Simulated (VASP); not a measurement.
# Be2C (Fm-3m) in VASP: further runs, part 2 of 3

VASP 6.6.1. The steps go on from the part before.

## (3) Vibrations by perturbation theory, PBEsol

This run uses another cell than the first one, of 6.46 Å³/atom.

The input, INCAR:

```
ALGO = Normal ; EDIFF = 1E-8
ENCUT = 600 ; GGA = PS
GGA_COMPAT = False ; IBRION = 8
ISIF = 2 ; ISMEAR = 0
LASPH = True ; LCHARG = True
LREAL = False ; LWAVE = False
NBANDS = 11 ; NELM = 120
NSW = 1 ; PREC = Accurate
SIGMA = 0.01
```

The input, KPOINTS:

```
k-points
0
Gamma
  10 10 10
```

The input, POSCAR:

```
Be2C
1.0
    2.1323692850      2.1323692850      0.0000000000
   -2.1323692850      2.1323692850      0.0000000000
    0.0000000000      2.1323692850      2.1323692850
Be C
2 1
Direct
    0.2500000000      0.7500000000      0.5000000000
    0.7500000000      0.2500000000      0.5000000000
    0.0000000000      0.0000000000      0.0000000000
```

Potentials or basis: VASP PAW PBE potentials, release 64 (Be, C).

The run is started by

```
$ cat potpaw_PBE.64/Be/POTCAR potpaw_PBE.64/C/POTCAR > POTCAR
$ mpirun -np 1 vasp_std > vasp.out
```

OUTCAR:

```text
EDIFF = 1E-8
   ENCUT = 600
   GGA = PS
   IBRION = 8
   ISIF = 2
   ISMEAR = 0
   LASPH = True
   LREAL = False
   NELM = 120
   NSW = 1
   PREC = Accurate

 ion  position               nearest neighbor table
   1  0.250  0.750  0.500-   3 1.85   3 1.85   3 1.85   3 1.85   2 2.13   2 2.13   2 2.13   2 2.13
                             2 2.13   2 2.13
   2  0.750  0.250  0.500-   3 1.85   3 1.85   3 1.85   3 1.85   1 2.13   1 2.13   1 2.13   1 2.13
                             1 2.13   1 2.13
   3  0.000  0.000  0.000-   2 1.85   1 1.85   1 1.85   2 1.85   1 1.85   2 1.85   2 1.85   1 1.85

  LATTYP: Found a face centered cubic cell.
 ALAT       =     4.2647385700

  Lattice vectors:

 A1 = (   0.0000000000,   2.1323692850,   2.1323692850)
 A2 = (   2.1323692850,   0.0000000000,   2.1323692850)
 A3 = (   2.1323692850,   2.1323692850,   0.0000000000)

Analysis of symmetry for initial positions (statically):
=====================================================================
 Subroutine PRICEL returns:
 Original cell was already a primitive cell.

 Routine SETGRP: Setting up the symmetry group for a
 face centered cubic supercell.

 Subroutine GETGRP returns: Found 48 space group operations
 (whereof 48 operations were pure point group operations)
 out of a pool of 48 trial point group operations.

The static configuration has the point symmetry O_h .

Analysis of symmetry for dynamics (positions and initial velocities):
=====================================================================
 Subroutine PRICEL returns:
[... 535 lines left out ...]
  free  energy   TOTEN  =       -18.3963802646 eV

  energy  without entropy=      -18.3963802646  energy(sigma->0) =      -18.39638026

[... ionic steps 2 to 9 ...]

--------------------------------------- Ionic step       10  -------------------------------------------

 Free energy of the ion-electron system (eV)
  ---------------------------------------------------
  ---------------------------------------------------
  free energy    TOTEN  =        -0.12640362 eV

  energy without entropy =       -0.12640362

------------------------ aborting loop because EDIFF is reached ----------------------------------------

 INTERNAL STRAIN TENSOR  FOR ION    3  DIRECTION 1   (eV/Angst):
 -----------------------------------------------------------------------------
     0.02785  0.00000 -0.00000
     0.00000 -0.01682 -0.00000
     0.00000 -0.00000 -0.01682

 INTERNAL STRAIN TENSOR FOR ION    3 for displacements in x,y,z  (eV/Angst):
          X           Y           Z          XY          YZ          ZX
  --------------------------------------------------------------------------------
  x     0.00000     0.00000     0.00000     0.00000     0.00000     0.00000
  y     0.00000     0.00000     0.00000     0.00000     0.00000     0.00000
  z     0.00000     0.00000     0.00000     0.00000     0.00000     0.00000

 SECOND DERIVATIVES (NOT SYMMETRIZED)
 ------------------------------------
               1X          1Y          1Z          2X          2Y          2Z          3X          3Y          3Z
  1X   -12.227216    0.000000    0.000000    5.830609    0.000000    0.000000    6.396607   -0.000000    0.000000
  1Y     0.000000  -12.227216    0.000000    0.000000    5.830609    0.000000    0.000000    6.396607   -0.000000
  1Z     0.000000    0.000000  -12.227216    0.000000    0.000000    5.830609   -0.000000   -0.000000    6.396607
  2X     5.830609    0.000000    0.000000  -12.227216    0.000000    0.000000    6.396607   -0.000000    0.000000
  2Y     0.000000    5.830609    0.000000    0.000000  -12.227216    0.000000    0.000000    6.396607   -0.000000
  2Z     0.000000    0.000000    5.830609    0.000000    0.000000  -12.227216   -0.000000   -0.000000    6.396607
  3X     6.395737    0.000000    0.000000    6.395737    0.000000    0.000000  -12.791474   -0.000000    0.000000
  3Y     0.000000    6.395737    0.000000    0.000000    6.395737    0.000000    0.000000  -12.791474   -0.000000
  3Z     0.000000    0.000000    6.395737    0.000000    0.000000    6.395737    0.000000    0.000000  -12.791474

 Eigenvectors and eigenvalues of the dynamical matrix
 ----------------------------------------------------

   1 f  =   22.128336 THz   139.036433 2PiTHz  738.121824 cm-1    91.515401 meV
             X         Y         Z           dx          dy          dz
     -1.066185  3.198554  1.066185     0.514565    0.484998   -0.000000
      1.066185  3.198554  1.066185    -0.514565   -0.484998    0.000000
      0.000000  0.000000  0.000000    -0.000000    0.000000    0.000000
[... 43 lines left out ...]
   9 f/i=    0.000694 THz     0.004360 2PiTHz    0.023149 cm-1     0.002870 meV
             X         Y         Z           dx          dy          dz
     -1.066185  3.198554  1.066185    -0.541532   -0.082043    0.007700
      1.066185  3.198554  1.066185    -0.541532   -0.082043    0.007700
      0.000000  0.000000  0.000000    -0.625185   -0.094717    0.008889

--------------------------------------------------------------------------------------------------------

 ELASTIC MODULI CONTR FROM IONIC RELAXATION (kBar)
 Direction    XX          YY          ZZ          XY          YZ          ZX
 --------------------------------------------------------------------------------
 XX          -0.0000      0.0000      0.0000     -0.0000     -0.0000     -0.0000
 YY           0.0000     -0.0000     -0.0000     -0.0000      0.0000     -0.0000
 ZZ           0.0000     -0.0000     -0.0000     -0.0000      0.0000     -0.0000
 XY          -0.0000     -0.0000     -0.0000     -7.0181     -0.0000     -0.0000
 YZ          -0.0000      0.0000      0.0000     -0.0000     -7.0181      0.0000
 ZX          -0.0000     -0.0000     -0.0000     -0.0000      0.0000     -7.0181
 --------------------------------------------------------------------------------
```

OSZICAR:

```text
N       E                     dE             d eps       ncg     rms          rms(c)
DAV:   1     0.506052541962E+01    0.50605E+01   -0.43902E+03  1034   0.755E+02
DAV:   2    -0.186323862235E+02   -0.23693E+02   -0.22111E+02  1336   0.136E+02
DAV:   3    -0.194823087082E+02   -0.84992E+00   -0.84615E+00  1388   0.193E+01
DAV:   4    -0.194871034973E+02   -0.47948E-02   -0.47937E-02  1217   0.166E+00
[... 37 lines left out ...]
RMM:   7    -0.126402561508E+00    0.51831E-05   -0.13035E-09  3741   0.325E-04    0.590E-05
RMM:   8    -0.126403702148E+00   -0.11406E-05   -0.55625E-10  3586   0.102E-04    0.520E-06
RMM:   9    -0.126403628308E+00    0.73840E-07    0.20818E-11  3822   0.137E-05    0.206E-06
RMM:  10    -0.126403624975E+00    0.33331E-08    0.30980E-11  3373   0.228E-06    0.271E-07
 Linear response finished
```

stdout:

```text
POSCAR found type information on POSCAR BeC
 POSCAR found :  2 types and       3 ions
 scaLAPACK will be used
 -----------------------------------------------------------------------------
|                                                                             |
|                                                                             |
|     You enforced a specific xc type in the INCAR file but a different       |
|     I HOPE YOU KNOW WHAT YOU ARE DOING!                                     |
|                                                                             |
 -----------------------------------------------------------------------------

 LDA part: xc-table for (Slater+PW92), standard interpolation
 POSCAR, INCAR and KPOINTS ok, starting setup
 FFT: planning ... GRIDC
 FFT: planning ... GRID_SOFT
 FFT: planning ... GRID
 WAVECAR not read
 entering main loop
 Linear response reoptimize wavefunctions to high precision
 Linear response DOF=           2
 Linear response progress:
 first order change of Fermi-energy   0.44220E-04
 force on displaced ion       1 direction 1 : -12.227   0.000   0.000
 Linear response progress:
 first order change of Fermi-energy  -0.36503E-03
 force on displaced ion       3 direction 1 : -12.791  -0.000  -0.000
 Linear response finished
```

It took 35 s on 1 thread of Intel Xeon 6975P-C (Granite Rapids), shared host; peak memory 0.21 GiB.

Results:

```
Highest phonon frequency at Γ : 738 cm⁻¹
```

Phonon frequencies in cm⁻¹ (negative: imaginary):
| q point | frequencies |
| --- | --- |
| (0.000, 0.000, 0.000) | 0 0 0 695 695 695 738 738 738 |

Caveat: the cell stands under pressure or tension, which shifts response properties; the PAW data sets were made with another functional, which shifts forces and pressure a little.

## (4) Vibrations by perturbation theory, PBEsol

This run uses another cell than the first one, of 6.68 Å³/atom.

The input, INCAR:

```
SYSTEM = Be2C
PREC = Accurate
ENCUT = 600
EDIFF = 1E-8
ISMEAR = 0
SIGMA = 0.01
LREAL = .False.
LASPH = .True.
NELM = 120
ALGO = Normal
ISIF = 2
LWAVE = .False.
LCHARG = .False.
GGA = PS
IBRION = 8
NSW = 1
GGA_COMPAT = .False.
```

The input, KPOINTS:

```
regular mesh
0
Gamma
  10 10 10
  0 0 0
```

The input, POSCAR:

```
Be2C
1.0
    2.1553793063      2.1553793063      0.0000000000
   -2.1553793063      2.1553793063      0.0000000000
    0.0000000000      2.1553793063      2.1553793063
Be C
2 1
Direct
    0.2500000000      0.7500000000      0.5000000000
    0.7500000000      0.2500000000      0.5000000000
    0.0000000000      0.0000000000      0.0000000000
```

Potentials or basis: VASP PAW PBE potentials, release 64 (Be, C).

The run is started by

```
$ cat potpaw_PBE.64/Be/POTCAR potpaw_PBE.64/C/POTCAR > POTCAR
$ mpirun -np 1 vasp_std > vasp.out
```

OUTCAR:

```text
SYSTEM = Be2C
   PREC = Accurate
   ENCUT = 600
   EDIFF = 1E-8
   ISMEAR = 0
   LREAL = .False.
   LASPH = .True.
   NELM = 120
   ISIF = 2
   GGA = PS
   IBRION = 8
   NSW = 1

 ion  position               nearest neighbor table
   1  0.250  0.750  0.500-   3 1.87   3 1.87   3 1.87   3 1.87   2 2.16   2 2.16   2 2.16   2 2.16
                             2 2.16   2 2.16
   2  0.750  0.250  0.500-   3 1.87   3 1.87   3 1.87   3 1.87   1 2.16   1 2.16   1 2.16   1 2.16
                             1 2.16   1 2.16
   3  0.000  0.000  0.000-   2 1.87   1 1.87   2 1.87   1 1.87   1 1.87   2 1.87   1 1.87   2 1.87

  LATTYP: Found a face centered cubic cell.
 ALAT       =     4.3107586126

  Lattice vectors:

 A1 = (   0.0000000000,   2.1553793063,   2.1553793063)
 A2 = (   2.1553793063,   0.0000000000,   2.1553793063)
 A3 = (   2.1553793063,   2.1553793063,   0.0000000000)

Analysis of symmetry for initial positions (statically):
=====================================================================
 Subroutine PRICEL returns:
 Original cell was already a primitive cell.

 Routine SETGRP: Setting up the symmetry group for a
 face centered cubic supercell.

 Subroutine GETGRP returns: Found 48 space group operations
 (whereof 48 operations were pure point group operations)
 out of a pool of 48 trial point group operations.

The static configuration has the point symmetry O_h .

Analysis of symmetry for dynamics (positions and initial velocities):
=====================================================================
 Subroutine PRICEL returns:
 Original cell was already a primitive cell.

 Routine SETGRP: Setting up the symmetry group for a
 face centered cubic supercell.

 Subroutine GETGRP returns: Found 48 space group operations
 (whereof 48 operations were pure point group operations)
 out of a pool of 48 trial point group operations.

The dynamic configuration has the point symmetry O_h .

 Subroutine INISYM returns: Found 48 space group operations
 (whereof 48 operations are pure point group operations),
 and found     1 'primitive' translations

----------------------------------------------------------------------------------------

                                     Primitive cell

  volume of cell :      20.0263

  direct lattice vectors                    reciprocal lattice vectors
     2.155379306  2.155379306  0.000000000     0.231977731  0.231977731 -0.231977731
    -2.155379306  2.155379306  0.000000000    -0.231977731  0.231977731 -0.231977731
     0.000000000  2.155379306  2.155379306     0.000000000  0.000000000  0.463955461

  length of vectors
[... 145 lines left out ...]
      3       7.8180      2.00000
      4       7.8180      2.00000
      5      11.9268      0.00000
      6      11.9268      0.00000
      7      11.9268      0.00000
      8      14.6658      0.00000
[... 243 lines left out ...]
 k-point    24 :       0.4000    0.3000    0.0000
  band No.  band energies     occupation
      1      -3.6283      2.00000
      2       0.2633      2.00000
      3       2.1543      2.00000
      4       4.1358      2.00000
      5      11.5593      0.00000
      6      17.2177      0.00000
      7      17.7920      0.00000
      8      18.5940      0.00000

 [... further k-points ...]
[... 5 lines left out ...]
  --------------------------------------------------------------------------------------
  -------------------------------------------------------------------------------------
  Total        0.0705221      0.0705221      0.0705221      0.0000000     -0.0000000      0.0000000
  in kB        5.6420250      5.6420250      5.6420250      0.0000000     -0.0000000      0.0000000
  external PRESSURE =       5.6420250 kB  Pullay stress =       0.0000000 kB

 VOLUME and BASIS-vectors are now :
 -----------------------------------------------------------------------------
  energy-cutoff  :      600.00
  volume of cell :       20.03
      direct lattice vectors                 reciprocal lattice vectors
     2.155379306  2.155379306  0.000000000     0.231977731  0.231977731 -0.231977731
    -2.155379306  2.155379306  0.000000000    -0.231977731  0.231977731 -0.231977731
     0.000000000  2.155379306  2.155379306     0.000000000  0.000000000  0.463955461

 POSITION                                       TOTAL-FORCE (eV/Angst)
 -----------------------------------------------------------------------------------
     -1.07769      3.23307      1.07769         0.000000     -0.000000      0.000000
      1.07769      3.23307      1.07769        -0.000000      0.000000      0.000000
      0.00000      0.00000      0.00000        -0.000000     -0.000000      0.000000
 -----------------------------------------------------------------------------------
    total drift:                                0.000000     -0.000000      0.000000

  FREE ENERGIE OF THE ION-ELECTRON SYSTEM (eV)
  ---------------------------------------------------
  free  energy   TOTEN  =       -18.4128503543 eV

  energy  without entropy=      -18.4128503543  energy(sigma->0) =      -18.41285035

[... ionic steps 2 to 9 ...]

--------------------------------------- Ionic step       10  -------------------------------------------

 Free energy of the ion-electron system (eV)
  ---------------------------------------------------
  ---------------------------------------------------
  free energy    TOTEN  =        -0.12559614 eV

  energy without entropy =       -0.12559614

------------------------ aborting loop because EDIFF is reached ----------------------------------------

 INTERNAL STRAIN TENSOR  FOR ION    3  DIRECTION 1   (eV/Angst):
 -----------------------------------------------------------------------------
     0.02784  0.00000 -0.00000
     0.00000 -0.01674  0.00000
     0.00000  0.00000 -0.01674

 INTERNAL STRAIN TENSOR FOR ION    3 for displacements in x,y,z  (eV/Angst):
          X           Y           Z          XY          YZ          ZX
  --------------------------------------------------------------------------------
  x     0.00000     0.00000     0.00000     0.00000     0.00000     0.00000
  y     0.00000     0.00000     0.00000     0.00000     0.00000     0.00000
  z     0.00000     0.00000     0.00000     0.00000     0.00000     0.00000

 SECOND DERIVATIVES (NOT SYMMETRIZED)
 ------------------------------------
               1X          1Y          1Z          2X          2Y          2Z          3X          3Y          3Z
  1X   -11.236807    0.000000   -0.000000    5.512393    0.000000   -0.000000    5.724414    0.000000   -0.000000
  1Y    -0.000000  -11.236807    0.000000   -0.000000    5.512393    0.000000   -0.000000    5.724414    0.000000
  1Z     0.000000    0.000000  -11.236807    0.000000    0.000000    5.512393    0.000000    0.000000    5.724414
  2X     5.512393    0.000000   -0.000000  -11.236807    0.000000   -0.000000    5.724414    0.000000   -0.000000
  2Y    -0.000000    5.512393    0.000000   -0.000000  -11.236807    0.000000   -0.000000    5.724414    0.000000
  2Z     0.000000    0.000000    5.512393    0.000000    0.000000  -11.236807    0.000000    0.000000    5.724414
  3X     5.723716   -0.000000   -0.000000    5.723716    0.000000    0.000000  -11.447432   -0.000000    0.000000
  3Y     0.000000    5.723716    0.000000   -0.000000    5.723716   -0.000000    0.000000  -11.447432   -0.000000
  3Z    -0.000000    0.000000    5.723716    0.000000   -0.000000    5.723716    0.000000    0.000000  -11.447432

 Eigenvectors and eigenvalues of the dynamical matrix
 ----------------------------------------------------

   1 f  =   21.311454 THz   133.903814 2PiTHz  710.873584 cm-1    88.137052 meV
             X         Y         Z           dx          dy          dz
     -1.077690  3.233069  1.077690     0.669696    0.206716    0.093676
      1.077690  3.233069  1.077690    -0.669696   -0.206716   -0.093676
      0.000000  0.000000  0.000000    -0.000000    0.000000    0.000000
[... 43 lines left out ...]
   9 f/i=    0.000589 THz     0.003700 2PiTHz    0.019645 cm-1     0.002436 meV
             X         Y         Z           dx          dy          dz
     -1.077690  3.233069  1.077690    -0.430594   -0.315033   -0.124063
      1.077690  3.233069  1.077690    -0.430594   -0.315033   -0.124063
      0.000000  0.000000  0.000000    -0.497106   -0.363695   -0.143226

--------------------------------------------------------------------------------------------------------

 ELASTIC MODULI CONTR FROM IONIC RELAXATION (kBar)
 Direction    XX          YY          ZZ          XY          YZ          ZX
 --------------------------------------------------------------------------------
 XX          -0.0000      0.0000      0.0000      0.0000     -0.0000      0.0000
 YY           0.0000     -0.0000     -0.0000      0.0000      0.0000     -0.0000
 ZZ           0.0000     -0.0000     -0.0000     -0.0000      0.0000      0.0000
 XY           0.0000      0.0000     -0.0000    -22.4107     -0.0000     -0.0000
 YZ          -0.0000      0.0000      0.0000     -0.0000    -22.4107     -0.0000
 ZX           0.0000     -0.0000      0.0000     -0.0000     -0.0000    -22.4107
 --------------------------------------------------------------------------------
```

stdout:

```text
POSCAR found type information on POSCAR BeC
 POSCAR found :  2 types and       3 ions
 scaLAPACK will be used
 -----------------------------------------------------------------------------
|                                                                             |
|                                                                             |
|     You enforced a specific xc type in the INCAR file but a different       |
|     I HOPE YOU KNOW WHAT YOU ARE DOING!                                     |
|                                                                             |
 -----------------------------------------------------------------------------

 LDA part: xc-table for (Slater+PW92), standard interpolation
 POSCAR, INCAR and KPOINTS ok, starting setup
 FFT: planning ... GRIDC
 FFT: planning ... GRID_SOFT
 FFT: planning ... GRID
 WAVECAR not read
 entering main loop
 Linear response reoptimize wavefunctions to high precision
 Linear response DOF=           2
 Linear response progress:
 first order change of Fermi-energy   0.12774E-02
 force on displaced ion       1 direction 1 : -11.237  -0.000   0.000
 Linear response progress:
 first order change of Fermi-energy  -0.20419E-02
 force on displaced ion       3 direction 1 : -11.447   0.000   0.000
 Linear response finished
```

It took 30 s on 1 thread of Intel Xeon 6975P-C (Granite Rapids), shared host; peak memory 0.19 GiB.

Results:

```
Highest phonon frequency at Γ : 711 cm⁻¹
```

Phonon frequencies in cm⁻¹ (negative: imaginary):
```
              q point                    frequencies
(0.000, 0.000, 0.000)  0 0 0 657 657 657 711 711 711
```

Caveat: the PAW data sets were made with another functional, which shifts forces and pressure a little.

(Continued in part 3 of 3.)
